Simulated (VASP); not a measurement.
Set up this calculation in VASP 6.6.1, as the native input.

| Item | Value |
| --- | --- |
| Task | single point |
| Functional | PBE |
| Potentials or basis | VASP PAW PBE potentials, release 64 (In_d, Sb, As) |
| Cutoff | 520 eV |
| k mesh | 6 × 6 × 6 |
| Occupations | gaussian, width 0.1 eV |
| Spin | no spin polarisation |
| Dipole correction | no |
| k mesh for the DOS | 9 × 9 × 9 |
| Occupations for the DOS | tetrahedron |
| Further INCAR settings | ALGO = Normal; EDIFF = 1e-06 |

The system is In4Sb3As.

```xyz
8
Lattice="6.5262 0.0000 0.0000 0.0000 6.5262 0.0000 0.0000 0.0000 6.5262" Properties=species:S:1:pos:R:3 pbc="T T T"
In    1.5772    4.9490    1.5772
In    1.5772    1.5772    4.9490
In    4.9490    4.9490    4.9490
In    4.9490    1.5772    1.5772
Sb    0.0000    3.2631    3.2631
Sb    3.2631    3.2631    0.0000
Sb    3.2631    0.0000    3.2631
As    0.0000    0.0000    0.0000
```

These files were run (other wordings do the same):

POSCAR

```
In4Sb3As
1.0
    6.5261801935      0.0000000000      0.0000000000
    0.0000000000      6.5261801935      0.0000000000
    0.0000000000      0.0000000000      6.5261801935
In Sb As
4 3 1
Direct
    0.2416652626      0.7583347374      0.2416652626
    0.2416652626      0.2416652626      0.7583347374
    0.7583347374      0.7583347374      0.7583347374
    0.7583347374      0.2416652626      0.2416652626
    0.0000000000      0.5000000000      0.5000000000
    0.5000000000      0.5000000000      0.0000000000
    0.5000000000      0.0000000000      0.5000000000
    0.0000000000      0.0000000000      0.0000000000
```

INCAR.step1

```
ALGO = Normal ; EDIFF = 1E-6
ENCUT = 520 ; GGA = PE
ISIF = 2 ; ISMEAR = 0
LASPH = T ; LCHARG = T
LREAL = F ; LWAVE = F
NBANDS = 46 ; NELM = 60
PREC = Accurate ; SIGMA = 0.1
```

KPOINTS.step1

```
k-points
0
Gamma
  6 6 6
```

INCAR.step2

```
ALGO = Normal ; EDIFF = 1E-6
ENCUT = 520 ; GGA = PE
ICHARG = 11 ; ISIF = 2
ISMEAR = -5 ; LASPH = T
LCHARG = F ; LORBIT = 11
LREAL = F ; LWAVE = F
NEDOS = 1001 ; NELM = 60
PREC = Accurate ; SIGMA = 0.1
```

KPOINTS.step2

```
k-points
0
Gamma
  9 9 9
```

Potentials or basis: VASP PAW PBE potentials, release 64 (In_d, Sb, As).

The run is started by

```console
$ cat potpaw_PBE.64/In_d/POTCAR potpaw_PBE.64/Sb/POTCAR potpaw_PBE.64/As/POTCAR > POTCAR
$ cp INCAR.step1 INCAR
$ cp KPOINTS.step1 KPOINTS
$ mpirun -np 1 vasp_std > vasp.out
$ cp INCAR.step2 INCAR
$ cp KPOINTS.step2 KPOINTS
$ mpirun -np 1 vasp_std > vasp.out
```

Results of the run:

* Valence electrons inside the program's atomic spheres: In 11.39; Sb 2.47; As 2.73

It took 12 min on 1 thread of Intel(R) Xeon(R) Platinum 8259CL CPU @ 2.50GHz (Skylake/Cascade Lake), with other jobs on the host, peak memory 0.56 GiB.
